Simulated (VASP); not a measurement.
**CsI: single point with HSE06**

CsI:

```
Cs I
1.0
     4.66547    0.00000    0.00000
     0.00000    4.66547    0.00000
     0.00000    0.00000    4.66547
Cs I
1 1
Direct
  0.00000 0.00000 0.00000
  0.50000 0.50000 0.50000
```

| Item | Value |
| --- | --- |
| Program | VASP 6.6.1 |
| Task | single point |
| Functional | HSE06 |
| Potentials or basis | VASP PAW PBE potentials, release 64 (Cs_sv, I) |
| Cutoff | 400 eV |
| k mesh | 4 × 4 × 4 |
| Occupations | gaussian, width 0.05 eV |
| Spin | no spin polarisation |

```json
{
  "Pressure": "-0.2 GPa",
  "Band gap on the k mesh": "4.65 eV (least direct gap 4.76 eV)"
}
```

Levels at points of the mesh, in eV from the valence-band top:
| k point | band 5 | band 6 | band 7 | band 8 | band 9 | band 10 | band 11 | band 12 |
| --- | --- | --- | --- | --- | --- | --- | --- | --- |
| (0.00, 0.00, 0.00) | -7.63 | -0.10 | -0.10 | -0.10 | 4.65 | 5.23 | 5.23 | 8.83 |
| (0.50, 0.00, 0.00) | -7.58 | -1.49 | -0.22 | -0.22 | 6.27 | 7.23 | 7.54 | 7.85 |
| (0.50, 0.50, 0.00) | -7.55 | -0.88 | -0.88 | 0.00 | 5.22 | 5.91 | 7.16 | 7.16 |
| (0.50, 0.50, 0.50) | -7.85 | -1.23 | -1.23 | -1.23 | 7.99 | 7.99 | 7.99 | 8.77 |

Wall time 9.2 min on 1 thread of Intel Xeon 8259CL, with other jobs on the host, peak memory 0.28 GiB.

Caveat: the PAW data sets were made with another functional, which shifts forces and pressure a little; spin-orbit coupling is left out, which moves the levels of the heavy elements. A k mesh can miss the band edges.
